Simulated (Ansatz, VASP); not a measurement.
# C in VASP and in Ansatz

The input INCAR:

```
ALGO = Normal
EDIFF = 1E-6
ENCUT = 600
GGA = PE
GGA_COMPAT = False
ISIF = 2
ISMEAR = -1
LASPH = True
LCHARG = False
LREAL = False
LWAVE = False
NBANDS = 11
NELM = 120
PREC = Accurate
SIGMA = 0.01
```

The input KPOINTS:

```
k-points
0
Gamma
  10 10 10
```

The input POSCAR:

```
C
1.0
    0.0000000000      1.7858109333      1.7858109333
    1.7858109333      0.0000000000      1.7858109333
    1.7858109333      1.7858109333      0.0000000000
C
2
Direct
    0.0000000000      0.0000000000      0.0000000000
    0.2500000002      0.2500000002      0.2500000002
```

Input for Ansatz:

```yaml
crystal:
  lattice:
    - [0.0, 1.7858109333, 1.7858109333]
    - [1.7858109333, 0.0, 1.7858109333]
    - [1.7858109333, 1.7858109333, 0.0]
  atoms:
    - { symbol: C, position: [0.0, 0.0, 0.0] }
    - { symbol: C, position: [0.2500000002, 0.2500000002, 0.2500000002] }
basis:
  ecutwfc: 420.0
  ecutrho_ratio: 4
  xc_grid: 2
  precision: f64
hamiltonian:
  pseudopotentials: { kind: paw, azcp: { folder: soft_1 } }
  xc: pbe
scf:
  max_iter: 80
  occupations: { method: fermi_dirac, width: 0.01 }
kpoints:
  mp_grid: { grid: [10, 10, 10] }
  band_path: { path: [VBM, CBM], npoints: 1 }
checkpoint:
  write: "../edges0.pbe0.run"
  compress: false
  write_wavefunctions: true
  write_every: 100000
```

Alike in both runs: task single point; functional PBE; k mesh 10 × 10 × 10; occupations fermi-dirac, width 0.01 eV; no spin polarisation.

|  | VASP | Ansatz |
| --- | --- | --- |
| version | VASP 6.6.1 | Ansatz 0.2.0 |
| potentials or method | VASP PAW PBE potentials, release 64 (C), cutoff 600 eV | plane-wave PAW DFT |
| valence electrons in the cell | 8 | 8 |

```tsv
	VASP	Ansatz	Ansatz less VASP
gap on the k mesh at the Fermi level (eV)	4.16	4.17	+0.009
```

The functional is the same, so the differences come from potentials, cutoffs and numerics.
